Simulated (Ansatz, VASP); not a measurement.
**SnO in VASP and in Ansatz**

```
CELL_PARAMETERS angstrom
3.35500 0.00000 0.00000
0.00000 5.67410 0.00000
0.00000 0.00000 4.22197
ATOMIC_POSITIONS crystal
Sn 0.00000 0.23191 0.51314
Sn 0.50000 0.76809 0.01314
O 0.00000 0.89125 0.73686
O 0.50000 0.10875 0.23686
```

Alike in both runs: task single point; functional LDA; k mesh 6 × 4 × 6; no spin polarisation.

|  | VASP | Ansatz |
| --- | --- | --- |
| version | VASP 6.6.1 | Ansatz 0.2.0 |
| potentials or method | VASP PAW LDA potentials, release 64 (Sn_d, O_h) | plane waves, PAW |
| plane-wave cutoff (eV) | 1340 | 420 |
| occupations | gaussian, width 0.01 eV | fixed |
| valence electrons in the cell | 40 | 40 |

|  | VASP | Ansatz | Ansatz less VASP |
| --- | --- | --- | --- |
| gap on the k mesh at the Fermi level (eV) | 1.60 | 1.62 | +0.020 |
| pressure (GPa) | -5.3 | -5.5 | -0.20 |
| traceless stress, the component that is largest in VASP (GPa) | -0.95 | -0.95 | +0.007 |
| rms of the force components (eV/Å) | 0.288 | 0.324 | +0.0358 |

LDA's correlation is that of Perdew and Zunger in VASP and of Perdew and Wang (1992) in Ansatz. Atom by atom the forces differ by 0.037 eV/Å (rms over components).
